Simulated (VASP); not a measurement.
A run of VASP 6.6.1 is set up as follows.

File INCAR:

```
SYSTEM = Sn
PREC = Accurate
ENCUT = 520
EDIFF = 1E-7
ISMEAR = -1
SIGMA = 0.1
LREAL = .FALSE.
LASPH = .TRUE.
NELM = 60
ALGO = Normal
ISIF = 2
LWAVE = .FALSE.
LCHARG = .FALSE.
GGA = PS
NBANDS = 13
```

KPOINTS

```
Automatic mesh
0
G
  19 19 19
  0 0 0
```

POSCAR

```
Sn
1.0
    0.0000000000      2.3678312358      2.3678312358
    2.3678312358      0.0000000000      2.3678312358
    2.3678312358      2.3678312358      0.0000000000
Sn
1
Direct
    0.0000000000      0.0000000000      0.0000000000
```

Potentials or basis: VASP PAW PBE potentials, release 64 (Sn_d).

Launch:

```sh
$ cat potpaw_PBE.64/Sn_d/POTCAR > POTCAR
$ mpirun -np 1 vasp_std > vasp.out
```

(1) Predict the band gap on the k mesh.

(2) Predict the pressure.

Results:

(1) zero (band 7 reaches 16.14 eV, above the bottom of band 8 at 6.24 eV).

(2) -0.2 GPa.

Caveat: the PAW data sets were made with another functional, which shifts forces and pressure a little; spin-orbit coupling is left out, which moves the levels of the heavy elements.
